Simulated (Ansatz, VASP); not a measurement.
InSb in VASP and in Ansatz

INCAR

```
SYSTEM = InSb
PREC = Accurate ; ENCUT = 520
EDIFF = 1E-7 ; ISMEAR = -1
SIGMA = 0.08 ; LREAL = .FALSE.
LASPH = .TRUE. ; NELM = 60
ALGO = Normal ; ISIF = 2
LWAVE = .FALSE. ; LCHARG = .FALSE.
GGA = CA ; NBANDS = 26
```

KPOINTS

```
regular mesh
0
G
  6 6 11
  0 0 0
```

POSCAR

```
InSb
1.0
    5.3570000000      0.0000000000      0.0000000000
    0.0000000000      5.7120000000      0.0000000000
    0.0000000000      0.0000000000      3.1548900000
In Sb
2 2
Direct
    0.0000000000      0.0000000000      0.0000000000
    0.5000000000      0.5000000000      0.0000000000
    0.5000000000      0.0000000000      0.8350000000
    0.0000000000      0.5000000000      0.1650000000
```

Input for Ansatz:

```yaml
crystal:
  lattice:
    - [5.357, 0.0, 0.0]
    - [0.0, 5.712, 0.0]
    - [0.0, 0.0, 3.15489]
  atoms:
    - { symbol: In, position: [0.0, 0.0, 0.0] }
    - { symbol: In, position: [0.5, 0.5, 0.0] }
    - { symbol: Sb, position: [0.5, 0.0, 0.835] }
    - { symbol: Sb, position: [0.0, 0.5, 0.165] }
kpoints:
  mp_grid: { grid: [6, 6, 11] }
  band_path:
    path:
      - [0.0, 0.0, 0.0]
      - [0.5, 0.0, 0.0]
      - [0.5, 0.5, 0.0]
      - [0.0, 0.5, 0.0]
      - [0.0, 0.0, 0.0]
      - [0.0, 0.0, 0.5]
      - [0.5, 0.0, 0.5]
      - [0.5, 0.5, 0.5]
      - [0.0, 0.5, 0.5]
    npoints: 5
scf:
  occupations: { method: fermi_dirac, width: 0.08 }
hamiltonian:
  xc: lda
  pseudopotentials: { kind: all_electron, lapw: { basis_error: 0.001 } }
output:
  forces: true
  stress: true
  eigenvalues: true
```

Change from the starting cell: zz strain of +3 %.

Alike in both runs: task single point; functional LDA; k mesh 6 × 6 × 11; occupations fermi-dirac, width 0.08 eV; no spin polarisation.

|  | VASP | Ansatz |
| --- | --- | --- |
| version | VASP 6.6.1 | Ansatz 0.2.0 |
| potentials or method | VASP PAW LDA potentials, release 64 (In_d, Sb), cutoff 520 eV | all-electron LAPW, scalar-relativistic |

VASP gave:

| Quantity | Value |
| --- | --- |
| pressure (GPa) | 9.5 |
| traceless stress, the component that is largest in VASP (GPa) | 11.55 |
| rms of the force components (eV/Å) | 0.295 |

Question: Estimate Ansatz's values.

Answer: Pressure (GPa): 9.3; traceless stress, the component that is largest in VASP (GPa): 11.49; rms of the force components (eV/Å): 0.292.

LDA's correlation is that of Perdew and Zunger in VASP and of Perdew and Wang (1992) in Ansatz. Atom by atom the forces differ by 0.003 eV/Å (rms over components). Ansatz ran all-electron here, and VASP with PAW potentials.

Neither program's run includes spin-orbit coupling.
